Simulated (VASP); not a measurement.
# AlN (P6_3/mmc) in VASP: notebook

The runs below take AlN through single point, with PBEsol.

Everything below comes from runs of VASP 6.6.1. Logs are shortened: lines on timing, memory, paths and dates and some standing lists are left out, and cuts for length are marked.

## Step 1: The cell of the first run

It takes space group P6_3/mmc (No. 194, hexagonal). The conventional cell has a = 3.242 Å, b = 3.242 Å, c = 4.017 Å, α = 90.00°, β = 90.00°, γ = 120.00°. Al (site symmetry -6m2) has 5 N at 1.87 to 2.01 Å within 2.5 Å. Within 2.5 Å of N (site symmetry -6m2) lie 5 Al at 1.87 to 2.01 Å.

## Step 2: Single point, PBEsol

File INCAR:

```
SYSTEM = AlN
PREC = Accurate
ENCUT = 520
EDIFF = 1E-6
ISMEAR = 0
SIGMA = 0.05
LREAL = .False.
LASPH = .True.
NELM = 60
ALGO = Normal
ISIF = 2
LWAVE = .False.
LCHARG = .True.
GGA = PS
LELF = .True.
LVHAR = .True.
NBANDS = 16
```

File KPOINTS:

```
regular mesh
0
Gamma
  9 9 6
  0 0 0
```

File POSCAR:

```
AlN
1.0
    3.2421000000      0.0000000000      0.0000000000
   -1.6210500000      2.8077409616      0.0000000000
    0.0000000000      0.0000000000      4.0170000000
Al N
2 2
Direct
    0.3333333333      0.6666666667      0.7500000000
    0.6666666667      0.3333333333      0.2500000000
    0.3333333333      0.6666666667      0.2500000000
    0.6666666667      0.3333333333      0.7500000000
```

Potentials or basis: VASP PAW PBE potentials, release 64 (Al, N).

Started as:

```bash
cat potpaw_PBE.64/Al/POTCAR potpaw_PBE.64/N/POTCAR > POTCAR
mpirun -np 1 vasp_std > vasp.out
```

OUTCAR:

```text
SYSTEM = AlN
   PREC = Accurate
   ENCUT = 520
   EDIFF = 1E-6
   ISMEAR = 0
   LREAL = .False.
   LASPH = .True.
   NELM = 60
   ISIF = 2
   GGA = PS

 ion  position               nearest neighbor table
   1  0.333  0.667  0.750-   4 1.87   4 1.87   4 1.87   3 2.01   3 2.01   2 2.75   2 2.75   2 2.75
                             2 2.75   2 2.75   2 2.75
   2  0.667  0.333  0.250-   3 1.87   3 1.87   3 1.87   4 2.01   4 2.01   1 2.75   1 2.75   1 2.75
                             1 2.75   1 2.75   1 2.75
   3  0.333  0.667  0.250-   2 1.87   2 1.87   2 1.87   1 2.01   1 2.01
   4  0.667  0.333  0.750-   1 1.87   1 1.87   1 1.87   2 2.01   2 2.01

  LATTYP: Found a hexagonal cell.
 ALAT       =     3.2421000000
 C/A-ratio  =     1.2390117516

  Lattice vectors:

 A1 = (   3.2421000000,   0.0000000000,   0.0000000000)
 A2 = (  -1.6210500000,   2.8077409616,   0.0000000000)
 A3 = (   0.0000000000,   0.0000000000,   4.0170000000)

Analysis of symmetry for initial positions (statically):
=====================================================================
 Subroutine PRICEL returns:
 Original cell was already a primitive cell.

 Routine SETGRP: Setting up the symmetry group for a
 hexagonal supercell.

 Subroutine GETGRP returns: Found 24 space group operations
 (whereof 12 operations were pure point group operations)
 out of a pool of 24 trial point group operations.

The static configuration has the point symmetry D_3d.
 The point group associated with its full space group is D_6h.

Analysis of symmetry for dynamics (positions and initial velocities):
=====================================================================
 Subroutine PRICEL returns:
 Original cell was already a primitive cell.

 Routine SETGRP: Setting up the symmetry group for a
 hexagonal supercell.

 Subroutine GETGRP returns: Found 24 space group operations
 (whereof 12 operations were pure point group operations)
 out of a pool of 24 trial point group operations.

The dynamic configuration has the point symmetry D_3d.
 The point group associated with its full space group is D_6h.

 Subroutine INISYM returns: Found 24 space group operations
 (whereof 12 operations are pure point group operations),
 and found     1 'primitive' translations

----------------------------------------------------------------------------------------

                                     Primitive cell

  volume of cell :      36.5667

  direct lattice vectors                    reciprocal lattice vectors
     3.242100000  0.000000000  0.000000000     0.308442059  0.178079106  0.000000000
[... 95 lines left out ...]
   NFREE  =      0    steps in history (QN), initial steepest desc. (CG)
   ISIF   =      2    stress and relaxation
   ISYM   =      2    0-nonsym 1-usesym 2-fastsym
   POTIM  = 0.5000    time-step for ionic-motion
   TEBEG  =    0.0;   TEEND  =   0.0 temperature during run
   PSTRESS=    0.0 pullay stress
   NELECT =      16.0000    total number of electrons
   NUPDOWN=      -1.0000    fix difference up-down
   EMIN   =  10.00;   EMAX   =-10.00  energy-range for DOS
   EFERMI =   0.00;   METHOD = LEGACY
   ISMEAR =     0;   SIGMA  =   0.05  broadening in eV -4-tet -1-fermi 0-gaus
   EFERMI_NEDOS =   21; number of points for ismear=-14 and -15
   IALGO  =     38    algorithm
   IMIX   =      4    mixing-type and parameters
     AMIX     =   0.40;   BMIX     =  1.00
     AMIX_MAG =   1.60;   BMIX_MAG =  1.00
  volume/ion in A,a.u.               =       9.14        61.69
  Fermi-wavevector in a.u.,A,eV,Ry     =   1.242853  2.348651 21.016693  1.544683
  Thomas-Fermi vector in A             =   2.377189
   LORBIT       =      0    0 simple, 1 ext, 2 COOP (PROOUT), +10 PAW based schemes
   GGA     = PS    functional components
   LHFCALC =     F    Hartree Fock is set to
   AEXX    =    0.0000 exact exchange contribution
   IVDW    =     0    specifies the selected vdW correction
   LEPSILON=     F    determine dielectric tensor
   LRPA    =     F    only Hartree local field effects (RPA)
 non-spin polarized calculation
 Gauss-broadening in eV      SIGMA  =   0.05
  energy-cutoff  :      520.00
  volume of cell :       36.57
 maximum number of plane-waves:      1002
   NGX = 13   NGY = 13   NGZ = 15

 number of electron      16.0000003 magnetization

 Free energy of the ion-electron system (eV)
  ---------------------------------------------------
  ext. energy  EPLUGINS =         0.00000000
  ---------------------------------------------------
  free energy    TOTEN  =       -30.82401702 eV

  energy without entropy =      -30.82401702  energy(sigma->0) =      -30.82401702

 E-fermi :   9.0028     XC(G=0): -11.7292

 val. band max:        8.7596682807   @ k =   0.0000   0.0000   0.0000
 cond. band min:      12.6017688997   @ k =   0.0000   0.0000   0.0000
 fundamental gap:      3.8421006191
 Fermi energy:         9.0027704953

 k-point     1 :       0.0000    0.0000    0.0000
  band No.  band energies     occupation
      1      -8.6226      2.00000
      2      -4.4041      2.00000
      3       1.4307      2.00000
      4       5.2328      2.00000
      5       5.2328      2.00000
      6       7.0892      2.00000
[... 433 lines left out ...]
      3       1.7168      2.00000
      4       2.9656      2.00000
      5       2.9656      2.00000
      6       5.6900      2.00000
[... 8 lines left out ...]
     15      20.5299      0.00000
     16      22.7879      0.00000

 [... further k-points ...]

------------------------ aborting loop because EDIFF is reached ----------------------------------------

  FORCE on cell =-STRESS in cart. coord.  units (eV):
  Direction    XX          YY          ZZ          XY          YZ          ZX
  --------------------------------------------------------------------------------------
  -------------------------------------------------------------------------------------
  Total        3.5988352      3.5988352      3.8465724      0.0000000      0.0000000      0.0000000
  in kB      157.6838690    157.6838690    168.5385382      0.0000000      0.0000000      0.0000000
  external PRESSURE =     161.3020921 kB  Pullay stress =       0.0000000 kB

 VOLUME and BASIS-vectors are now :
 -----------------------------------------------------------------------------
  energy-cutoff  :      520.00
  volume of cell :       36.57
      direct lattice vectors                 reciprocal lattice vectors
     3.242100000  0.000000000  0.000000000     0.308442059  0.178079106  0.000000000
    -1.621050000  2.807740962  0.000000000     0.000000000  0.356158212  0.000000000
     0.000000000  0.000000000  4.017000000     0.000000000  0.000000000  0.248941997

 POSITION                                       TOTAL-FORCE (eV/Angst)
 -----------------------------------------------------------------------------------
     -0.00000      1.87183      3.01275         0.000000     -0.000000      0.000000
      1.62105      0.93591      1.00425        -0.000000     -0.000000      0.000000
     -0.00000      1.87183      1.00425        -0.000000      0.000000      0.000000
      1.62105      0.93591      3.01275         0.000000      0.000000      0.000000
 -----------------------------------------------------------------------------------
    total drift:                               -0.000000      0.000000     -0.000000

  FREE ENERGIE OF THE ION-ELECTRON SYSTEM (eV)
  ---------------------------------------------------
  free  energy   TOTEN  =       -30.8240170160 eV

  energy  without entropy=      -30.8240170160  energy(sigma->0) =      -30.82401702
```

OSZICAR:

```text
N       E                     dE             d eps       ncg     rms          rms(c)
DAV:   1     0.394596394201E+02    0.39460E+02   -0.74796E+03  1536   0.906E+02
DAV:   2    -0.323174584291E+02   -0.71777E+02   -0.65392E+02  2296   0.194E+02
DAV:   3    -0.353241898599E+02   -0.30067E+01   -0.29967E+01  1816   0.392E+01
DAV:   4    -0.353406986821E+02   -0.16509E-01   -0.16507E-01  1944   0.330E+00
DAV:   5    -0.353409060284E+02   -0.20735E-03   -0.20734E-03  1816   0.373E-01    0.118E+01
DAV:   6    -0.309224140640E+02    0.44185E+01   -0.81700E+00  1952   0.218E+01    0.419E+00
DAV:   7    -0.308663606608E+02    0.56053E-01   -0.75401E-01  1824   0.606E+00    0.293E+00
DAV:   8    -0.308314098059E+02    0.34951E-01   -0.98855E-02  1664   0.251E+00    0.778E-01
DAV:   9    -0.308237510566E+02    0.76587E-02   -0.18991E-02  1944   0.108E+00    0.253E-01
DAV:  10    -0.308241154197E+02   -0.36436E-03   -0.20170E-03  1776   0.304E-01    0.172E-01
DAV:  11    -0.308240193101E+02    0.96110E-04   -0.14129E-04  1824   0.912E-02    0.388E-02
DAV:  12    -0.308240173646E+02    0.19456E-05   -0.78275E-06  1808   0.220E-02    0.615E-03
DAV:  13    -0.308240170160E+02    0.34856E-06   -0.19215E-06  1736   0.103E-02
   1 F= -.30824017E+02 E0= -.30824017E+02  d E =-.314243E-14
```

It took 11 s on 1 thread of Intel Xeon 6975P-C (Granite Rapids), shared host; peak memory 0.14 GiB.

Results:

```yaml
Free_energy: -30.8240 eV
Pressure: 16.1 GPa
Band_gap_on_the_k_mesh: 3.84 eV, direct
```

Stress tensor (GPa, compression positive):
```
15.77  0.00  0.00
 0.00 15.77  0.00
 0.00  0.00 16.85
```

Caveat: the PAW data sets were made with another functional, which shifts forces and pressure a little. A k mesh can miss the band edges.

## Step 3: Single point, PBEsol

This run uses another cell than the first one, of 9.33 Å³/atom, 1.021 times its volume.

File INCAR:

```
SYSTEM = AlN
ALGO     = Normal         ! electronic algorithm
EDIFF    = 1E-7           ! SCF threshold, eV
ENCUT    = 520            ! plane-wave cutoff, eV
GGA      = PS             ! functional
ISIF     = 2              ! what is computed and relaxed
ISMEAR   = 0              ! smearing method
LASPH    = .True.         ! aspherical terms in the spheres
LCHARG   = .False.        ! write CHGCAR
LREAL    = .False.        ! projectors in reciprocal space
LWAVE    = .False.        ! write WAVECAR
NBANDS   = 16             ! bands
NELM     = 60             ! most SCF steps
PREC     = Accurate       ! precision mode
SIGMA    = 0.05           ! smearing width, eV
```

File KPOINTS:

```
k-points
0
Gamma
  9 9 6
  0 0 0
```

Edit POSCAR of step 2 so:

```diff
@@ -4,3 +4,3 @@
    -1.6210500000      2.8077409616      0.0000000000
-    0.0000000000      0.0000000000      4.0170000000
+    0.0000000000      0.0000000000      4.0998000000
 Al N
```

Potentials or basis: VASP PAW PBE potentials, release 64 (Al, N).

Started as:

```bash
cat potpaw_PBE.64/Al/POTCAR potpaw_PBE.64/N/POTCAR > POTCAR
mpirun -np 1 vasp_std > vasp.out
```

Run time: 11 s. Hardware: 1 thread of Intel Xeon 6975P-C (Granite Rapids), shared host; peak memory 0.15 GiB.

Results (log left out):

```yaml
Free_energy: -30.8833 eV
Pressure: 11.2 GPa
Band_gap_on_the_k_mesh: 3.66 eV, direct
```

Stress tensor (GPa, compression positive):
```
12.51  0.00  0.00
 0.00 12.51  0.00
 0.00  0.00  8.46
```

Levels at points of the mesh, in eV from the valence-band top:
| k point | band 5 | band 6 | band 7 | band 8 | band 9 | band 10 | band 11 | band 12 |
| --- | --- | --- | --- | --- | --- | --- | --- | --- |
| (0.00, 0.00, 0.00) | -3.47 | -1.75 | -1.75 | 0.00 | 3.66 | 4.86 | 8.48 | 8.48 |
| (0.00, 0.00, 0.50) | -2.65 | -2.65 | -2.65 | -2.65 | 5.96 | 5.96 | 8.62 | 8.62 |

Caveat: the PAW data sets were made with another functional, which shifts forces and pressure a little. A k mesh can miss the band edges.

[end of part 1 of 2]
